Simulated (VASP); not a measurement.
# KI (F-43m) in VASP: settings compared

KI is run at these levels: PBEsol, PBE, LDA, r2SCAN; tasks: single point.

All numbers are computed with VASP 6.6.1; they aren't measurements. Logs are shortened: lines on timing, memory, paths and dates and some standing lists are left out, and cuts for length are marked.

### 1 The cell of the first run

The structure is cubic, space group F-43m (No. 216). Conventional cell: a = 7.839 Å, b = 7.839 Å, c = 7.839 Å, α = 90.00°, β = 90.00°, γ = 90.00°. Within 4.5 Å of K (site symmetry -43m) lie 4 I at 3.39 Å. Within 4.5 Å of I (site symmetry -43m) lie 4 K at 3.39 Å.

### 2 Single point, PBEsol

Contents of INCAR:

```
PREC = Accurate ; ENCUT = 520
EDIFF = 1E-6 ; ISMEAR = -1
SIGMA = 0.02 ; LREAL = F
LASPH = T ; NELM = 80
ALGO = Normal ; ISIF = 2
LWAVE = F ; LCHARG = F
GGA = PS ; NBANDS = 15
```

Contents of KPOINTS:

```
Automatic mesh
0
Gamma
  6 6 6
```

Contents of POSCAR:

```
KI
1.0
    0.0000000000      3.9195463340      3.9195463340
    3.9195463340      0.0000000000      3.9195463340
    3.9195463340      3.9195463340      0.0000000000
K I
1 1
Direct
    0.0000000000      0.0000000000      0.0000000000
    0.2500000000      0.2500000000      0.2500000000
```

Potentials or basis: VASP PAW PBE potentials, release 64 (K_sv, I).

Launch:

```sh
> cat potpaw_PBE.64/K_sv/POTCAR potpaw_PBE.64/I/POTCAR > POTCAR
> mpirun -np 1 vasp_std > vasp.out
```

OUTCAR:

```text
PREC = Accurate
   ENCUT = 520
   EDIFF = 1E-6
   ISMEAR = -1
   LREAL = F
   LASPH = T
   NELM = 80
   ISIF = 2
   GGA = PS

 ion  position               nearest neighbor table
   1  0.000  0.000  0.000-   2 3.39   2 3.39   2 3.39   2 3.39
   2  0.250  0.250  0.250-   1 3.39   1 3.39   1 3.39   1 3.39

  LATTYP: Found a face centered cubic cell.
 ALAT       =     7.8390926680

  Lattice vectors:

 A1 = (   0.0000000000,   3.9195463340,   3.9195463340)
 A2 = (   3.9195463340,   0.0000000000,   3.9195463340)
 A3 = (   3.9195463340,   3.9195463340,   0.0000000000)

Analysis of symmetry for initial positions (statically):
=====================================================================
 Subroutine PRICEL returns:
 Original cell was already a primitive cell.

 Routine SETGRP: Setting up the symmetry group for a
 face centered cubic supercell.

 Subroutine GETGRP returns: Found 24 space group operations
 (whereof 24 operations were pure point group operations)
 out of a pool of 48 trial point group operations.

The static configuration has the point symmetry T_d .

Analysis of symmetry for dynamics (positions and initial velocities):
=====================================================================
 Subroutine PRICEL returns:
 Original cell was already a primitive cell.

 Routine SETGRP: Setting up the symmetry group for a
 face centered cubic supercell.

 Subroutine GETGRP returns: Found 24 space group operations
 (whereof 24 operations were pure point group operations)
 out of a pool of 48 trial point group operations.

The dynamic configuration has the point symmetry T_d .

 Subroutine INISYM returns: Found 24 space group operations
 (whereof 24 operations are pure point group operations),
 and found     1 'primitive' translations

----------------------------------------------------------------------------------------

                                     Primitive cell

  volume of cell :     120.4308

  direct lattice vectors                    reciprocal lattice vectors
     0.000000000  3.919546334  3.919546334    -0.127565784  0.127565784  0.127565784
     3.919546334  0.000000000  3.919546334     0.127565784 -0.127565784  0.127565784
     3.919546334  3.919546334  0.000000000     0.127565784  0.127565784 -0.127565784

  length of vectors
     5.543075584  5.543075584  5.543075584     0.220950419  0.220950419  0.220950419

  position of ions in fractional coordinates (direct lattice)
     0.000000000  0.000000000  0.000000000
     0.250000000  0.250000000  0.250000000

  ion indices of the primitive-cell ions
   primitive index   ion index
                 1           1
                 2           2

----------------------------------------------------------------------------------------

 KPOINTS: Automatic mesh

Automatic generation of k-mesh.
 Grid dimensions read from file:
 generate k-points for:    6    6    6

 Generating k-lattice:

  Cartesian coordinates                     Fractional coordinates (reciprocal lattice)
    -0.021260964  0.021260964  0.021260964     0.166666667  0.000000000  0.000000000
     0.021260964 -0.021260964  0.021260964     0.000000000  0.166666667  0.000000000
     0.021260964  0.021260964 -0.021260964     0.000000000  0.000000000  0.166666667

  Length of vectors
     0.036825070  0.036825070  0.036825070

  Shift w.r.t. Gamma in fractional coordinates (k-lattice)
     0.000000000  0.000000000  0.000000000

 Subroutine IBZKPT returns following result:
 ===========================================

 Found     16 irreducible k-points:

 Following reciprocal coordinates:
            Coordinates               Weight
  0.000000  0.000000  0.000000      1.000000
  0.166667  0.000000  0.000000      8.000000
  0.333333  0.000000  0.000000      8.000000
  0.500000  0.000000  0.000000      4.000000
  0.166667  0.166667  0.000000      6.000000
  0.333333  0.166667  0.000000     24.000000
[... 8 lines left out ...]
 -0.333333  0.333333  0.166667     24.000000
 -0.333333  0.500000  0.166667     12.000000
   k-points           NKPTS =     16   k-points in BZ     NKDIM =     16   number of bands    NBANDS=     15
   number of dos      NEDOS =    301   number of ions     NIONS =      2
   total plane-waves  NPLWV =  74088
   dimension x,y,z NGX =    42 NGY =   42 NGZ =   42
   dimension x,y,z NGXF=    84 NGYF=   84 NGZF=   84
   ions per type =               1   1
   NGX,Y,Z   is equivalent  to a cutoff of  12.60, 12.60, 12.60 a.u.
   NGXF,Y,Z  is equivalent  to a cutoff of  25.19, 25.19, 25.19 a.u.
 SYSTEM =  unknown system
   PREC   = accura    normal or accurate (medium, high low for compatibility)
   ISTART =      0    job   : 0-new  1-cont  2-samecut
   ICHARG =      2    charge: 1-file 2-atom 10-const
   ISPIN  =      1    spin polarized calculation?
   LNONCOLLINEAR =      F non collinear calculations
   LSORBIT =      F    spin-orbit coupling
   LASPH  =      T    aspherical Exc in radial PAW
   ENCUT  =  520.0 eV  38.22 Ry    6.18 a.u.  10.31 10.31 10.31*2*pi/ulx,y,z
   NELM   =     80;   NELMIN=  2; NELMDL= -5     # of ELM steps
   EDIFF  = 0.1E-05   stopping-criterion for ELM
   LREAL  =      F    real-space projection
   EDIFFG = 0.1E-04   stopping-criterion for IOM
   NSW    =      0    number of steps for IOM
   IBRION =     -1    ionic relax: 0-MD 1-quasi-New 2-CG
   NFREE  =      0    steps in history (QN), initial steepest desc. (CG)
   ISIF   =      2    stress and relaxation
   ISYM   =      2    0-nonsym 1-usesym 2-fastsym
   POTIM  = 0.5000    time-step for ionic-motion
   TEBEG  =    0.0;   TEEND  =   0.0 temperature during run
   PSTRESS=    0.0 pullay stress
   NELECT =      16.0000    total number of electrons
   NUPDOWN=      -1.0000    fix difference up-down
   EMIN   =  10.00;   EMAX   =-10.00  energy-range for DOS
   EFERMI =   0.00;   METHOD = LEGACY
   ISMEAR =    -1;   SIGMA  =   0.02  broadening in eV -4-tet -1-fermi 0-gaus
   EFERMI_NEDOS =   21; number of points for ismear=-14 and -15
   IALGO  =     38    algorithm
   IMIX   =      4    mixing-type and parameters
     AMIX     =   0.40;   BMIX     =  1.00
     AMIX_MAG =   1.60;   BMIX_MAG =  1.00
  volume/ion in A,a.u.               =      60.22       406.35
  Fermi-wavevector in a.u.,A,eV,Ry     =   0.835351  1.578585  9.494300  0.697811
  Thomas-Fermi vector in A             =   1.948895
   LORBIT       =      0    0 simple, 1 ext, 2 COOP (PROOUT), +10 PAW based schemes
   GGA     = PS    functional components
   LHFCALC =     F    Hartree Fock is set to
   AEXX    =    0.0000 exact exchange contribution
   IVDW    =     0    specifies the selected vdW correction
   LEPSILON=     F    determine dielectric tensor
   LRPA    =     F    only Hartree local field effects (RPA)
 non-spin polarized calculation
  energy-cutoff  :      520.00
  volume of cell :      120.43
 maximum number of plane-waves:      3287
 NGX is ok and might be reduce to    42
   NGX = 21   NGY = 21   NGZ = 21

 number of electron      15.9999999 magnetization

 Free energy of the ion-electron system (eV)
  ---------------------------------------------------
  ext. energy  EPLUGINS =         0.00000000
  ---------------------------------------------------
  free energy    TOTEN  =        -5.58345733 eV

  energy without entropy =       -5.58345733  energy(sigma->0) =       -5.58345733

 E-fermi :  -1.5543     XC(G=0):  -5.9072

 val. band max:       -2.1426331750   @ k =  -0.1667   0.1667   0.0000
 cond. band min:       1.8319250097   @ k =   0.0000   0.0000   0.0000
 fundamental gap:      3.9745581846
 Fermi energy:        -1.5543060120

 k-point     1 :       0.0000    0.0000    0.0000
  band No.  band energies     occupation
      1     -30.3712      2.00000
      2     -13.9360      2.00000
      3     -13.9360      2.00000
      4     -13.9360      2.00000
      5     -12.1978      2.00000
      6      -2.1475      2.00000
      7      -2.1475      2.00000
      8      -2.1475      2.00000
      9       1.8319      0.00000
     10       5.4282      0.00000
     11       5.4282      0.00000
     12       6.0771      0.00000
     13       6.0771      0.00000
     14       6.0771      0.00000
     15       7.1720      0.00000

 k-point     2 :       0.1667    0.0000    0.0000
  band No.  band energies     occupation
      1     -30.3710      2.00000
      2     -13.9559      2.00000
      3     -13.9369      2.00000
      4     -13.9369      2.00000
      5     -12.1663      2.00000
      6      -2.2945      2.00000
      7      -2.1483      2.00000
      8      -2.1483      2.00000
      9       2.2493      0.00000
     10       5.1956      0.00000
     11       5.1956      0.00000
     12       5.7112      0.00000
     13       6.4058      0.00000
     14       6.4058      0.00000
     15       6.6185      0.00000

 k-point     3 :       0.3333    0.0000    0.0000
  band No.  band energies     occupation
      1     -30.3707      2.00000
      2     -13.9938      2.00000
      3     -13.9387      2.00000
      4     -13.9387      2.00000
      5     -12.1053      2.00000
      6      -2.5334      2.00000
      7      -2.1505      2.00000
      8      -2.1505      2.00000
      9       3.0940      0.00000
     10       4.9495      0.00000
     11       5.0327      0.00000
     12       5.0327      0.00000
     13       6.4215      0.00000
     14       6.4769      0.00000
     15       6.4769      0.00000

 k-point     4 :       0.5000    0.0000    0.0000
  band No.  band energies     occupation
      1     -30.3706      2.00000
      2     -14.0119      2.00000
      3     -13.9396      2.00000
      4     -13.9396      2.00000
      5     -12.0757      2.00000
      6      -2.6334      2.00000
      7      -2.1518      2.00000
      8      -2.1518      2.00000
      9       3.5771      0.00000
     10       4.4694      0.00000
     11       5.0128      0.00000
     12       5.0128      0.00000
     13       6.3871      0.00000
     14       6.3871      0.00000
     15       7.0125      0.00000
[... 163 lines left out ...]
 k-point    14 :       0.5000    0.3333    0.1667
  band No.  band energies     occupation
      1     -30.3705      2.00000
      2     -14.0111      2.00000
      3     -13.9453      2.00000
      4     -13.9416      2.00000
      5     -12.0657      2.00000
      6      -2.5297      2.00000
      7      -2.2811      2.00000
      8      -2.1755      2.00000
      9       3.5370      0.00000
     10       4.2953      0.00000
     11       4.8693      0.00000
     12       5.5743      0.00000
     13       6.3955      0.00000
     14       6.7998      0.00000
     15       7.0741      0.00000

 k-point    15 :      -0.3333    0.3333    0.1667
  band No.  band energies     occupation
      1     -30.3704      2.00000
      2     -14.0208      2.00000
      3     -13.9474      2.00000
      4     -13.9428      2.00000
      5     -12.0463      2.00000
      6      -2.5087      2.00000
      7      -2.3637      2.00000
      8      -2.1861      2.00000
      9       3.6584      0.00000
     10       4.2665      0.00000
     11       4.9826      0.00000
     12       5.6694      0.00000
     13       6.2248      0.00000
     14       6.9340      0.00000
     15       7.1085      0.00000

 k-point    16 :      -0.3333    0.5000    0.1667
  band No.  band energies     occupation
      1     -30.3704      2.00000
      2     -14.0257      2.00000
      3     -13.9470      2.00000
      4     -13.9448      2.00000
      5     -12.0367      2.00000
      6      -2.5560      2.00000
      7      -2.3191      2.00000
      8      -2.2087      2.00000
      9       3.3975      0.00000
     10       4.2778      0.00000
     11       5.5396      0.00000
     12       5.7377      0.00000
     13       6.3675      0.00000
     14       6.7672      0.00000
     15       7.0614      0.00000

------------------------ aborting loop because EDIFF is reached ----------------------------------------

  FORCE on cell =-STRESS in cart. coord.  units (eV):
  Direction    XX          YY          ZZ          XY          YZ          ZX
  --------------------------------------------------------------------------------------
  -------------------------------------------------------------------------------------
  Total        0.0511660      0.0511660      0.0511660      0.0000000     -0.0000000      0.0000000
  in kB        0.6806980      0.6806980      0.6806980      0.0000000     -0.0000000      0.0000000
  external PRESSURE =       0.6806980 kB  Pullay stress =       0.0000000 kB

 VOLUME and BASIS-vectors are now :
 -----------------------------------------------------------------------------
  energy-cutoff  :      520.00
  volume of cell :      120.43
      direct lattice vectors                 reciprocal lattice vectors
     0.000000000  3.919546334  3.919546334    -0.127565784  0.127565784  0.127565784
     3.919546334  0.000000000  3.919546334     0.127565784 -0.127565784  0.127565784
     3.919546334  3.919546334  0.000000000     0.127565784  0.127565784 -0.127565784

 POSITION                                       TOTAL-FORCE (eV/Angst)
 -----------------------------------------------------------------------------------
      0.00000      0.00000      0.00000        -0.000000     -0.000000     -0.000000
      1.95977      1.95977      1.95977         0.000000      0.000000      0.000000
 -----------------------------------------------------------------------------------
    total drift:                               -0.000000     -0.000000     -0.000000

  FREE ENERGIE OF THE ION-ELECTRON SYSTEM (eV)
  ---------------------------------------------------
  free  energy   TOTEN  =        -5.5834573328 eV

  energy  without entropy=       -5.5834573328  energy(sigma->0) =       -5.58345733
```

Wall time 13 s (1 thread of Intel Xeon 6975P-C (Granite Rapids), shared host); peak memory 0.26 GiB.

Results:

| Property | Result |
| --- | --- |
| Free energy | -5.5835 eV |
| Pressure | 0.1 GPa |
| Band gap on the k mesh | 3.97 eV |

Caveat: the PAW data sets were made with another functional, which shifts forces and pressure a little; spin-orbit coupling is left out, which moves the levels of the heavy elements. A k mesh can miss the band edges.

### 3 Single point, PBE

This run uses another cell than the first one, of 62.38 Å³/atom.

Contents of INCAR:

```
SYSTEM = KI
PREC = Accurate
ENCUT = 520
EDIFF = 1E-6
ISMEAR = -1
SIGMA = 0.02
LREAL = .FALSE.
LASPH = .TRUE.
NELM = 100
ALGO = Normal
ISIF = 2
LWAVE = .FALSE.
LCHARG = .FALSE.
GGA = PE
NBANDS = 15
```

Contents of KPOINTS:

```
regular mesh
0
G
  6 6 6
  0 0 0
```

Contents of POSCAR:

```
KI
1.0
    0.0000000000      3.9658927787      3.9658927787
    3.9658927787      0.0000000000      3.9658927787
    3.9658927787      3.9658927787      0.0000000000
K I
1 1
Direct
    0.0000000000      0.0000000000      0.0000000000
    0.2500000000      0.2500000000      0.2500000000
```

Potentials or basis: VASP PAW PBE potentials, release 64 (K_sv, I).

Launch:

```sh
> cat potpaw_PBE.64/K_sv/POTCAR potpaw_PBE.64/I/POTCAR > POTCAR
> mpirun -np 1 vasp_std > vasp.out
```

Wall time 13 s (1 thread of Intel Xeon 6975P-C (Granite Rapids), shared host); peak memory 0.26 GiB.

Results (log left out):

| Property | Result |
| --- | --- |
| Free energy | -5.3860 eV |
| Pressure | 0.2 GPa |
| Band gap on the k mesh | 3.93 eV |

Levels at points of the mesh, in eV from the valence-band top:
```csv
k point,band 6,band 7,band 8,band 9,band 10,band 11
"(0.00, 0.00, 0.00)",0.00,0.00,0.00,3.93,7.54,7.54
"(0.50, 0.00, 0.00)",-0.46,-0.01,-0.01,5.66,6.50,7.11
"(0.50, 0.50, 0.00)",-0.48,-0.06,-0.06,5.28,6.25,7.91
```

Caveat: spin-orbit coupling is left out, which moves the levels of the heavy elements. A k mesh can miss the band edges.

### 4 Single point, LDA

This run uses another cell than the first one, of 62.38 Å³/atom.

Contents of INCAR:

```
SYSTEM = KI
  PREC = Accurate
  ENCUT = 520
  EDIFF = 1E-6
  ISMEAR = 0
  SIGMA = 0.01
  LREAL = .False.
  LASPH = .True.
  NELM = 80
  ALGO = Normal
  ISIF = 2
  LWAVE = .False.
  LCHARG = .True.
  GGA = CA
  LELF = .True.
  LVHAR = .True.
  NBANDS = 15
```

Contents of KPOINTS:

```
Automatic mesh
0
Gamma
  6 6 6
  0 0 0
```

POSCAR is that of step 3.

Potentials or basis: VASP PAW LDA potentials, release 64 (K_sv, I).

Launch:

```sh
> cat potpaw_LDA.64/K_sv/POTCAR potpaw_LDA.64/I/POTCAR > POTCAR
> mpirun -np 1 vasp_std > vasp.out
```

Run time: 13 s. Hardware: 1 thread of Intel Xeon 6975P-C (Granite Rapids), shared host; peak memory 0.21 GiB.

The run converged. Its results:

```yaml
Free_energy: -5.7996 eV
Pressure: -0.8 GPa
Band_gap_on_the_k_mesh: 3.65 eV
```

Levels at points of the mesh, in eV from the valence-band top:
```
           k point  band 5  band 6  band 7  band 8  band 9  band 10  band 11  band 12
(0.00, 0.00, 0.00)  -10.07    0.00    0.00    0.00    3.65     7.37     7.37     7.99
(0.50, 0.00, 0.00)   -9.97   -0.49   -0.01   -0.01    5.41     6.25     6.93     6.93
(0.50, 0.50, 0.00)   -9.93   -0.51   -0.06   -0.06    5.06     6.03     7.65     8.18
```

Caveat: spin-orbit coupling is left out, which moves the levels of the heavy elements. A k mesh can miss the band edges.

### 5 Single point, PBE

This run uses another cell than the first one, of 63.87 Å³/atom.

Contents of INCAR:

```
SYSTEM = KI
PREC     = Accurate       ! precision mode
ENCUT    = 520            ! plane-wave cutoff, eV
EDIFF    = 1E-6           ! SCF threshold, eV
ISMEAR   = -1             ! smearing method
SIGMA    = 0.02           ! smearing width, eV
LREAL    = .FALSE.        ! projectors in reciprocal space
LASPH    = .TRUE.         ! aspherical terms in the spheres
NELM     = 60             ! most SCF steps
ALGO     = Normal         ! electronic algorithm
ISIF     = 2              ! what is computed and relaxed
LWAVE    = .FALSE.        ! write WAVECAR
LCHARG   = .TRUE.         ! write CHGCAR
GGA      = PE             ! functional
LELF     = .TRUE.         ! ELF
LVHAR    = .TRUE.       
NBANDS   = 15             ! bands
```

Contents of KPOINTS:

```
Automatic mesh
0
G
  6 6 6
  0 0 0
```

Contents of POSCAR:

```
KI
1.0
    0.0000000000      3.9973717352      3.9973717352
    3.9973717352      0.0000000000      3.9973717352
    3.9973717352      3.9973717352      0.0000000000
K I
1 1
Direct
    0.0000000000      0.0000000000      0.0000000000
    0.2500000000      0.2500000000      0.2500000000
```

Potentials or basis: VASP PAW PBE potentials, release 64 (K_sv, I).

Launch:

```sh
> cat potpaw_PBE.64/K_sv/POTCAR potpaw_PBE.64/I/POTCAR > POTCAR
> mpirun -np 1 vasp_std > vasp.out
```

It took 14 s on 1 thread of Intel Xeon 6975P-C (Granite Rapids), shared host; peak memory 0.26 GiB.

The run converged. Its results:

| Quantity | Value |
| --- | --- |
| Free energy | -5.3879 eV |
| Pressure | 0.0 GPa |
| Band gap on the k mesh | 3.89 eV |

Levels at points of the mesh, in eV from the valence-band top:
```tsv
k point	band 5	band 6	band 7	band 8	band 9	band 10	band 11	band 12
(0.00, 0.00, 0.00)	-10.01	0.00	0.00	0.00	3.89	7.51	7.51	8.10
(0.50, 0.00, 0.00)	-9.92	-0.45	-0.01	-0.01	5.61	6.44	7.08	7.08
(0.50, 0.50, 0.00)	-9.89	-0.46	-0.06	-0.06	5.27	6.22	7.77	8.30
```

Caveat: spin-orbit coupling is left out, which moves the levels of the heavy elements. A k mesh can miss the band edges.

(Continued in part 2 of 2.)
